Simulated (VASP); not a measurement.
# HfC (Fm-3m) in VASP: further runs, part 2 of 2

VASP 6.6.1. The steps go on from the part before.

### Step 3. Single point, PBEsol (12.82 Å³/atom)

This run uses another cell than the first one, of 12.82 Å³/atom.

Input file INCAR:

```
PREC = Accurate
ENCUT = 600
EDIFF = 1E-6
ISMEAR = -1
SIGMA = 0.05
LREAL = F
LASPH = T
NELM = 120
ALGO = Normal
ISIF = 2
LWAVE = F
LCHARG = F
GGA = PS
NBANDS = 14
GGA_COMPAT = F
```

Input file KPOINTS:

```
regular mesh
0
Gamma
  15 15 15
```

Input file POSCAR:

```
HfC
1.0
    0.0000000000      2.3403977997      2.3403977997
    2.3403977997      0.0000000000      2.3403977997
    2.3403977997      2.3403977997      0.0000000000
Hf C
1 1
Direct
    0.5000000000      0.5000000000      0.5000000000
    0.0000000000      0.0000000000      0.0000000000
```

Potentials or basis: VASP PAW PBE potentials, release 64 (Hf_pv, C).

Started as:

```sh
> cat potpaw_PBE.64/Hf_pv/POTCAR potpaw_PBE.64/C/POTCAR > POTCAR
> mpirun -np 1 vasp_std > vasp.out
```

OUTCAR:

```text
PREC = Accurate
   ENCUT = 600
   EDIFF = 1E-6
   ISMEAR = -1
   LREAL = F
   LASPH = T
   NELM = 120
   ISIF = 2
   GGA = PS

 ion  position               nearest neighbor table
   1  0.500  0.500  0.500-   2 2.34   2 2.34   2 2.34   2 2.34   2 2.34   2 2.34
   2  0.000  0.000  0.000-   1 2.34   1 2.34   1 2.34   1 2.34   1 2.34   1 2.34

  LATTYP: Found a face centered cubic cell.
 ALAT       =     4.6807955994

  Lattice vectors:

 A1 = (   0.0000000000,   2.3403977997,   2.3403977997)
 A2 = (   2.3403977997,   0.0000000000,   2.3403977997)
 A3 = (   2.3403977997,   2.3403977997,   0.0000000000)

Analysis of symmetry for initial positions (statically):
=====================================================================
 Subroutine PRICEL returns:
 Original cell was already a primitive cell.

 Routine SETGRP: Setting up the symmetry group for a
 face centered cubic supercell.

 Subroutine GETGRP returns: Found 48 space group operations
 (whereof 48 operations were pure point group operations)
 out of a pool of 48 trial point group operations.

The static configuration has the point symmetry O_h .

[... 174 lines left out ...]
      7       6.6713      0.00000
      8       6.9936      0.00000
      9       6.9936      0.00000
     10       6.9936      0.00000
     11       8.9576      0.00000
     12       8.9576      0.00000
     13      12.2512      0.00000
     14      16.5419      0.00000
[... 377 lines left out ...]
      1     -24.1208      2.00000
      2     -23.9957      2.00000
      3     -23.9890      2.00000
      4      -5.6513      2.00000
      5       3.2313      2.00000
      6       4.9659      2.00000
      7       5.2336      1.99916
      8       6.3886      0.00000
      9       9.0568      0.00000
     10       9.3605      0.00000
     11      10.1034      0.00000
     12      11.7202      0.00000
     13      14.9125      0.00000
     14      18.9484      0.00000

 [... further k-points ...]

------------------------ aborting loop because EDIFF is reached ----------------------------------------

  FORCE on cell =-STRESS in cart. coord.  units (eV):
  Direction    XX          YY          ZZ          XY          YZ          ZX
  --------------------------------------------------------------------------------------
  -------------------------------------------------------------------------------------
  Total       -1.8207324     -1.8207324     -1.8207324     -0.0000000      0.0000000      0.0000000
  in kB     -113.7778339   -113.7778339   -113.7778339     -0.0000000      0.0000000      0.0000000
  external PRESSURE =    -113.7778339 kB  Pullay stress =       0.0000000 kB

 VOLUME and BASIS-vectors are now :
 -----------------------------------------------------------------------------
  energy-cutoff  :      600.00
  volume of cell :       25.64
      direct lattice vectors                 reciprocal lattice vectors
     0.000000000  2.340397800  2.340397800    -0.213638895  0.213638895  0.213638895
     2.340397800  0.000000000  2.340397800     0.213638895 -0.213638895  0.213638895
     2.340397800  2.340397800  0.000000000     0.213638895  0.213638895 -0.213638895

 POSITION                                       TOTAL-FORCE (eV/Angst)
 -----------------------------------------------------------------------------------
      2.34040      2.34040      2.34040        -0.000000     -0.000000     -0.000000
      0.00000      0.00000      0.00000         0.000000      0.000000      0.000000
 -----------------------------------------------------------------------------------
    total drift:                                0.000000      0.000000      0.000000

  FREE ENERGIE OF THE ION-ELECTRON SYSTEM (eV)
  ---------------------------------------------------
  free  energy   TOTEN  =       -22.1525541591 eV

  energy  without entropy=      -22.1493116012  energy(sigma->0) =      -22.15093288
```

stdout:

```text
POSCAR found type information on POSCAR HfC
 POSCAR found :  2 types and       2 ions
 scaLAPACK will be used
 -----------------------------------------------------------------------------
|                                                                             |
|                                                                             |
|     You enforced a specific xc type in the INCAR file but a different       |
|     I HOPE YOU KNOW WHAT YOU ARE DOING!                                     |
|                                                                             |
 -----------------------------------------------------------------------------

 LDA part: xc-table for (Slater+PW92), standard interpolation
 POSCAR, INCAR and KPOINTS ok, starting setup
 FFT: planning ... GRIDC
 FFT: planning ... GRID_SOFT
 FFT: planning ... GRID
 WAVECAR not read
 entering main loop
```

Run time: 74 s. Hardware: 1 thread of Intel Xeon 8259CL, shared host; peak memory 0.2 GiB.

What came out:

- Free energy: -22.1526 eV
- Pressure: -11.4 GPa
- Band gap on the k mesh: zero (bands 7 and 8 overlap by 1.44 eV)

Levels at points of the mesh, in eV from the Fermi level:
```csv
k point,band 3,band 4,band 5,band 6,band 7,band 8,band 9,band 10,band 11,band 12
"(0.00, 0.00, 0.00)",-29.56,-12.16,1.05,1.05,1.05,1.37,1.37,1.37,3.34,3.34
```

Caveat: the cell stands under tension; the PAW data sets were made with another functional, which shifts forces and pressure a little; spin-orbit coupling is left out, which moves the levels of the heavy elements.
